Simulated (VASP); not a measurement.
# Si (Fm-3m) in VASP: a series of runs

The runs below take Si through single point, with LDA.

All numbers are computed with VASP 6.6.1; they aren't measurements. Logs are shortened: lines on timing, memory, paths and dates and some standing lists are left out, and cuts for length are marked.

### Step 1. The cell of the first run

Symmetry: Fm-3m, No. 225, cubic system. Conventional cell: a = 3.692 Å, b = 3.692 Å, c = 3.692 Å, α = 90.00°, β = 90.00°, γ = 90.00°. Si (site symmetry m-3m) has 12 Si at 2.61 Å within 3.4 Å.

### Step 2. Single point, LDA (volume scaled by 0.9)

File INCAR:

```
SYSTEM = Si
PREC = Accurate
ENCUT = 520
EDIFF = 1E-7
ISMEAR = -1
SIGMA = 0.08
LREAL = .FALSE.
LASPH = .TRUE.
NELM = 60
ALGO = Normal
ISIF = 2
LWAVE = .FALSE.
LCHARG = .FALSE.
NBANDS = 8
```

File KPOINTS:

```
Automatic mesh
0
G
  18 18 18
  0 0 0
```

File POSCAR:

```
Si
1.0
    0.0000000000      1.8458997451      1.8458997451
    1.8458997451      0.0000000000      1.8458997451
    1.8458997451      1.8458997451      0.0000000000
Si
1
Direct
    0.0000000000      0.0000000000      0.0000000000
```

Potentials or basis: VASP PAW LDA potentials, release 64 (Si).

On the command line:

```
$ cat potpaw_LDA.64/Si/POTCAR > POTCAR
$ mpirun -np 1 vasp_std > vasp.out
```

OUTCAR:

```text
SYSTEM = Si
   PREC = Accurate
   ENCUT = 520
   EDIFF = 1E-7
   ISMEAR = -1
   LREAL = .FALSE.
   LASPH = .TRUE.
   NELM = 60
   ISIF = 2

 ion  position               nearest neighbor table
   1  0.000  0.000  0.000-

  LATTYP: Found a face centered cubic cell.
 ALAT       =     3.6917994902

  Lattice vectors:

 A1 = (   0.0000000000,   1.8458997451,   1.8458997451)
 A2 = (   1.8458997451,   0.0000000000,   1.8458997451)
 A3 = (   1.8458997451,   1.8458997451,   0.0000000000)

Analysis of symmetry for initial positions (statically):
=====================================================================
 Subroutine PRICEL returns:
 Original cell was already a primitive cell.

 Routine SETGRP: Setting up the symmetry group for a
 face centered cubic supercell.

 Subroutine GETGRP returns: Found 48 space group operations
 (whereof 48 operations were pure point group operations)
 out of a pool of 48 trial point group operations.

The static configuration has the point symmetry O_h .

Analysis of symmetry for dynamics (positions and initial velocities):
=====================================================================
 Subroutine PRICEL returns:
 Original cell was already a primitive cell.

 Routine SETGRP: Setting up the symmetry group for a
 face centered cubic supercell.

 Subroutine GETGRP returns: Found 48 space group operations
 (whereof 48 operations were pure point group operations)
 out of a pool of 48 trial point group operations.

The dynamic configuration has the point symmetry O_h .

 Subroutine INISYM returns: Found 48 space group operations
 (whereof 48 operations are pure point group operations),
 and found     1 'primitive' translations

----------------------------------------------------------------------------------------

                                     Primitive cell

  volume of cell :      12.5792

  direct lattice vectors                    reciprocal lattice vectors
     0.000000000  1.845899745  1.845899745    -0.270870615  0.270870615  0.270870615
     1.845899745  0.000000000  1.845899745     0.270870615 -0.270870615  0.270870615
     1.845899745  1.845899745  0.000000000     0.270870615  0.270870615 -0.270870615

  length of vectors
     2.610496454  2.610496454  2.610496454     0.469161668  0.469161668  0.469161668

  position of ions in fractional coordinates (direct lattice)
     0.000000000  0.000000000  0.000000000

  ion indices of the primitive-cell ions
   primitive index   ion index
                 1           1
[... 68 lines left out ...]
   LSORBIT =      F    spin-orbit coupling
   LASPH  =      T    aspherical Exc in radial PAW
   ENCUT  =  520.0 eV  38.22 Ry    6.18 a.u.   4.85  4.85  4.85*2*pi/ulx,y,z
   NELM   =     60;   NELMIN=  2; NELMDL= -5     # of ELM steps
   EDIFF  = 0.1E-06   stopping-criterion for ELM
   LREAL  =      F    real-space projection
   EDIFFG = 0.1E-05   stopping-criterion for IOM
   NSW    =      0    number of steps for IOM
   IBRION =     -1    ionic relax: 0-MD 1-quasi-New 2-CG
   NFREE  =      0    steps in history (QN), initial steepest desc. (CG)
   ISIF   =      2    stress and relaxation
   ISYM   =      2    0-nonsym 1-usesym 2-fastsym
   POTIM  = 0.5000    time-step for ionic-motion
   TEBEG  =    0.0;   TEEND  =   0.0 temperature during run
   PSTRESS=    0.0 pullay stress
   NELECT =       4.0000    total number of electrons
   NUPDOWN=      -1.0000    fix difference up-down
   EMIN   =  10.00;   EMAX   =-10.00  energy-range for DOS
   EFERMI =   0.00;   METHOD = LEGACY
   ISMEAR =    -1;   SIGMA  =   0.08  broadening in eV -4-tet -1-fermi 0-gaus
   EFERMI_NEDOS =   21; number of points for ismear=-14 and -15
   IALGO  =     38    algorithm
   IMIX   =      4    mixing-type and parameters
     AMIX     =   0.40;   BMIX     =  1.00
     AMIX_MAG =   1.60;   BMIX_MAG =  1.00
  volume/ion in A,a.u.               =      12.58        84.89
  Fermi-wavevector in a.u.,A,eV,Ry     =   1.117404  2.111587 16.988108  1.248591
  Thomas-Fermi vector in A             =   2.254026
   LORBIT       =      0    0 simple, 1 ext, 2 COOP (PROOUT), +10 PAW based schemes
   GGA     = CA    functional components
   LHFCALC =     F    Hartree Fock is set to
   AEXX    =    0.0000 exact exchange contribution
   IVDW    =     0    specifies the selected vdW correction
   LEPSILON=     F    determine dielectric tensor
   LRPA    =     F    only Hartree local field effects (RPA)
 non-spin polarized calculation
  energy-cutoff  :      520.00
  volume of cell :       12.58
 maximum number of plane-waves:       347
   NGX =  9   NGY =  9   NGZ =  9

 number of electron       4.0000000 magnetization

 Free energy of the ion-electron system (eV)
  ---------------------------------------------------
  ext. energy  EPLUGINS =         0.00000000
  ---------------------------------------------------
  free energy    TOTEN  =        -5.46738719 eV

  energy without entropy =       -5.45765126  energy(sigma->0) =       -5.46251923

 E-fermi :  12.1885     XC(G=0): -11.8381

 val. band max:       12.1849806945   @ k =  -0.2222   0.2222   0.0000
 cond. band min:      12.1911739462   @ k =  -0.4444   0.4444   0.1111
 fundamental gap:      0.0061932517
 Fermi energy:        12.1884852858

 k-point     1 :       0.0000    0.0000    0.0000
  band No.  band energies     occupation
      1      -3.6486      2.00000
      2      24.5566      0.00000
      3      24.5566      0.00000
      4      24.5566      0.00000
      5      24.8460      0.00000
      6      24.8460      0.00000
      7      24.8460      0.00000
      8      30.4102      0.00000
[... 243 lines left out ...]
 k-point    24 :      -0.2222    0.0556    0.0000
  band No.  band energies     occupation
      1      -1.7206      2.00000
      2      13.9747      0.00000
      3      20.1109      0.00000
      4      23.1825      0.00000
      5      25.6503      0.00000
      6      27.0522      0.00000
      7      27.2649      0.00000
      8      29.9850      0.00000

 [... further k-points ...]
[... 5 lines left out ...]
  --------------------------------------------------------------------------------------
  -------------------------------------------------------------------------------------
  Total        0.9163965      0.9163965      0.9163965     -0.0000000     -0.0000000      0.0000000
  in kB      116.7184921    116.7184921    116.7184921     -0.0000000     -0.0000000      0.0000000
  external PRESSURE =     116.7184921 kB  Pullay stress =       0.0000000 kB

 VOLUME and BASIS-vectors are now :
 -----------------------------------------------------------------------------
  energy-cutoff  :      520.00
  volume of cell :       12.58
      direct lattice vectors                 reciprocal lattice vectors
     0.000000000  1.845899745  1.845899745    -0.270870615  0.270870615  0.270870615
     1.845899745  0.000000000  1.845899745     0.270870615 -0.270870615  0.270870615
     1.845899745  1.845899745  0.000000000     0.270870615  0.270870615 -0.270870615

 POSITION                                       TOTAL-FORCE (eV/Angst)
 -----------------------------------------------------------------------------------
      0.00000      0.00000      0.00000         0.000000      0.000000     -0.000000
 -----------------------------------------------------------------------------------
    total drift:                                0.000000     -0.000000     -0.000000

  FREE ENERGIE OF THE ION-ELECTRON SYSTEM (eV)
  ---------------------------------------------------
  free  energy   TOTEN  =        -5.4673871923 eV

  energy  without entropy=       -5.4576512592  energy(sigma->0) =       -5.46251923
```

stdout:

```text
POSCAR found type information on POSCAR Si
 POSCAR found :  1 types and       1 ions
 scaLAPACK will be used
 LDA part: xc-table for (Slater(with rela. corr.)+CA(PZ))
 , standard interpolation
 POSCAR, INCAR and KPOINTS ok, starting setup
 FFT: planning ... GRIDC
 FFT: planning ... GRID_SOFT
 FFT: planning ... GRID
 WAVECAR not read
 entering main loop
```

It took 18 s on 1 thread of Intel Xeon 8259CL, shared host; peak memory 0.12 GiB.

What came out:

```yaml
Free_energy: -5.4674 eV
Pressure: 11.7 GPa
Band_gap_on_the_k_mesh: zero (band 2 reaches 24.56 eV, above the bottom of band 3 at 8.80 eV)
```

Caveat: the cell differs from its parent crystal (volume scaled by 0.9).

### Step 3. Single point, LDA (volume scaled by 0.9)

File INCAR:

```
SYSTEM = Si
ALGO = Normal
EDIFF = 1E-6
ENCUT = 520
GGA = CA
ISIF = 2
ISMEAR = -1
LASPH = .TRUE.
LCHARG = .FALSE.
LREAL = .FALSE.
LWAVE = .FALSE.
NBANDS = 8
NELM = 60
PREC = Accurate
SIGMA = 0.08
```

File KPOINTS:

```
k-points
0
G
  18 18 18
  0 0 0
```

POSCAR is that of step 2.

Potentials or basis: VASP PAW LDA potentials, release 64 (Si).

On the command line:

```
$ cat potpaw_LDA.64/Si/POTCAR > POTCAR
$ mpirun -np 1 vasp_std > vasp.out
```

Wall time 18 s (1 thread of Intel Xeon 8259CL, shared host); peak memory 0.12 GiB.

Results (log left out):

* Free energy: -5.4674 eV
* Pressure: 11.7 GPa
* Band gap on the k mesh: zero (band 2 reaches 24.56 eV, above the bottom of band 3 at 8.80 eV)

Levels at points of the mesh, in eV from the Fermi level:
```
           k point  band 1  band 2  band 3  band 4  band 5  band 6
(0.00, 0.00, 0.00)  -15.84   12.37   12.37   12.37   12.66   12.66
(0.50, 0.00, 0.00)   -8.11   -7.93    9.70    9.70   11.18   11.18
(0.50, 0.50, 0.00)   -6.11   -4.71    3.51    3.51    4.10    7.64
```

Caveat: the cell differs from its parent crystal (volume scaled by 0.9).

### Step 4. Single point, LDA

This run uses another cell than the first one, of 13.98 Å³/atom, 1.111 times its volume.

File INCAR:

```
SYSTEM = Si
PREC = Accurate
ENCUT = 520
EDIFF = 1E-7
ISMEAR = -1
SIGMA = 0.08
LREAL = .False.
LASPH = .True.
NELM = 80
ALGO = Normal
ISIF = 2
LWAVE = .False.
LCHARG = .True.
GGA = CA
LELF = .True.
LVHAR = .True.
NBANDS = 8
```

File KPOINTS:

```
regular mesh
0
Gamma
  18 18 18
  0 0 0
```

File POSCAR:

```
Si
1.0
    0.0000000000      1.9118798969      1.9118798969
    1.9118798969      0.0000000000      1.9118798969
    1.9118798969      1.9118798969      0.0000000000
Si
1
Direct
    0.0000000000      0.0000000000      0.0000000000
```

On the command line:

```
$ cat potpaw_LDA.64/Si/POTCAR > POTCAR
$ mpirun -np 1 vasp_std > vasp.out
```

Wall time 22 s (1 thread of Intel Xeon 8259CL, shared host); peak memory 0.12 GiB.

The run converged. Its results:

```
Free energy            : -5.5146 eV
Pressure               : 0.1 GPa
Band gap on the k mesh : zero (band 2 reaches 21.98 eV, above the bottom of band 3 at 7.68 eV)
```

Levels at points of the mesh, in eV from the Fermi level:
| k point | band 1 | band 2 | band 3 | band 4 | band 5 |
| --- | --- | --- | --- | --- | --- |
| (0.00, 0.00, 0.00) | -14.79 | 11.32 | 11.32 | 11.32 | 11.98 |
| (0.50, 0.00, 0.00) | -7.76 | -7.19 | 8.69 | 8.69 | 10.88 |
| (0.50, 0.50, 0.00) | -5.55 | -4.60 | 3.19 | 3.19 | 4.33 |

### Step 5. Single point, LDA

This run uses another cell than the first one, of 13.98 Å³/atom, 1.111 times its volume.

File INCAR:

```
PREC = Accurate ; ENCUT = 520
EDIFF = 1E-6 ; ISMEAR = -1
SIGMA = 0.08 ; LREAL = F
LASPH = T ; NELM = 80
ALGO = Normal ; ISIF = 2
LWAVE = F ; LCHARG = T
GGA = CA ; LELF = T
LVHAR = T ; NBANDS = 8
```

File KPOINTS:

```
Automatic mesh
0
Gamma
  18 18 18
```

POSCAR is that of step 4.

Potentials or basis: VASP PAW LDA potentials, release 64 (Si).

On the command line:

```
$ cat potpaw_LDA.64/Si/POTCAR > POTCAR
$ mpirun -np 1 vasp_std > vasp.out
```

OUTCAR:

```text
PREC = Accurate
   ENCUT = 520
   EDIFF = 1E-6
   ISMEAR = -1
   LREAL = F
   LASPH = T
   NELM = 80
   ISIF = 2
   GGA = CA

 ion  position               nearest neighbor table
   1  0.000  0.000  0.000-

  LATTYP: Found a face centered cubic cell.
 ALAT       =     3.8237597938

  Lattice vectors:

 A1 = (   0.0000000000,   1.9118798969,   1.9118798969)
 A2 = (   1.9118798969,   0.0000000000,   1.9118798969)
 A3 = (   1.9118798969,   1.9118798969,   0.0000000000)

Analysis of symmetry for initial positions (statically):
=====================================================================
 Subroutine PRICEL returns:
 Original cell was already a primitive cell.

 Routine SETGRP: Setting up the symmetry group for a
 face centered cubic supercell.

 Subroutine GETGRP returns: Found 48 space group operations
 (whereof 48 operations were pure point group operations)
 out of a pool of 48 trial point group operations.

The static configuration has the point symmetry O_h .

Analysis of symmetry for dynamics (positions and initial velocities):
=====================================================================
 Subroutine PRICEL returns:
 Original cell was already a primitive cell.

 Routine SETGRP: Setting up the symmetry group for a
 face centered cubic supercell.

 Subroutine GETGRP returns: Found 48 space group operations
 (whereof 48 operations were pure point group operations)
 out of a pool of 48 trial point group operations.

The dynamic configuration has the point symmetry O_h .

 Subroutine INISYM returns: Found 48 space group operations
 (whereof 48 operations are pure point group operations),
 and found     1 'primitive' translations

----------------------------------------------------------------------------------------

                                     Primitive cell

  volume of cell :      13.9769
[... 100 lines left out ...]
   EMIN   =  10.00;   EMAX   =-10.00  energy-range for DOS
   EFERMI =   0.00;   METHOD = LEGACY
   ISMEAR =    -1;   SIGMA  =   0.08  broadening in eV -4-tet -1-fermi 0-gaus
   EFERMI_NEDOS =   21; number of points for ismear=-14 and -15
   IALGO  =     38    algorithm
   IMIX   =      4    mixing-type and parameters
     AMIX     =   0.40;   BMIX     =  1.00
     AMIX_MAG =   1.60;   BMIX_MAG =  1.00
  volume/ion in A,a.u.               =      13.98        94.32
  Fermi-wavevector in a.u.,A,eV,Ry     =   1.078841  2.038714 15.835801  1.163899
  Thomas-Fermi vector in A             =   2.214791
   LORBIT       =      0    0 simple, 1 ext, 2 COOP (PROOUT), +10 PAW based schemes
   GGA     = CA    functional components
   LHFCALC =     F    Hartree Fock is set to
   AEXX    =    0.0000 exact exchange contribution
   IVDW    =     0    specifies the selected vdW correction
   LEPSILON=     F    determine dielectric tensor
   LRPA    =     F    only Hartree local field effects (RPA)
 non-spin polarized calculation
  energy-cutoff  :      520.00
  volume of cell :       13.98
 maximum number of plane-waves:       388
   NGX =  9   NGY =  9   NGZ =  9

 number of electron       4.0000000 magnetization

 Free energy of the ion-electron system (eV)
  ---------------------------------------------------
  ext. energy  EPLUGINS =         0.00000000
  ---------------------------------------------------
  free energy    TOTEN  =        -5.51461835 eV

  energy without entropy =       -5.50576820  energy(sigma->0) =       -5.51019328

 E-fermi :  10.6641     XC(G=0): -11.4046

 val. band max:       10.6589074634   @ k =  -0.3889   0.3333   0.1111
 cond. band min:      10.7191112909   @ k =  -0.3889   0.5000   0.1111
 fundamental gap:      0.0602038275
 Fermi energy:        10.6640863769

 k-point     1 :       0.0000    0.0000    0.0000
  band No.  band energies     occupation
      1      -4.1210      2.00000
      2      21.9815      0.00000
      3      21.9815      0.00000
      4      21.9815      0.00000
      5      22.6419      0.00000
      6      22.6419      0.00000
      7      22.6419      0.00000
      8      28.2256      0.00000
[... 243 lines left out ...]
 k-point    24 :      -0.2222    0.0556    0.0000
  band No.  band energies     occupation
      1      -2.3242      2.00000
      2      12.3733      0.00000
      3      17.9897      0.00000
      4      20.6665      0.00000
      5      23.5309      0.00000
      6      24.4816      0.00000
      7      24.8621      0.00000
      8      27.5326      0.00000

 [... further k-points ...]
[... 5 lines left out ...]
  --------------------------------------------------------------------------------------
  -------------------------------------------------------------------------------------
  Total        0.0058827      0.0058827      0.0058827      0.0000000      0.0000000      0.0000000
  in kB        0.6743395      0.6743395      0.6743395      0.0000000      0.0000000      0.0000000
  external PRESSURE =       0.6743395 kB  Pullay stress =       0.0000000 kB

 VOLUME and BASIS-vectors are now :
 -----------------------------------------------------------------------------
  energy-cutoff  :      520.00
  volume of cell :       13.98
      direct lattice vectors                 reciprocal lattice vectors
     0.000000000  1.911879897  1.911879897    -0.261522704  0.261522704  0.261522704
     1.911879897  0.000000000  1.911879897     0.261522704 -0.261522704  0.261522704
     1.911879897  1.911879897  0.000000000     0.261522704  0.261522704 -0.261522704

 POSITION                                       TOTAL-FORCE (eV/Angst)
 -----------------------------------------------------------------------------------
      0.00000      0.00000      0.00000        -0.000000      0.000000     -0.000000
 -----------------------------------------------------------------------------------
    total drift:                                0.000000      0.000000     -0.000000

  FREE ENERGIE OF THE ION-ELECTRON SYSTEM (eV)
  ---------------------------------------------------
  free  energy   TOTEN  =        -5.5146183533 eV

  energy  without entropy=       -5.5057681982  energy(sigma->0) =       -5.51019328
```

It took 22 s on 1 thread of Intel Xeon 8259CL, shared host; peak memory 0.12 GiB.

What came out:

| Property | Result |
| --- | --- |
| Free energy | -5.5146 eV |
| Pressure | 0.1 GPa |
| Band gap on the k mesh | zero (band 2 reaches 21.98 eV, above the bottom of band 3 at 7.68 eV) |
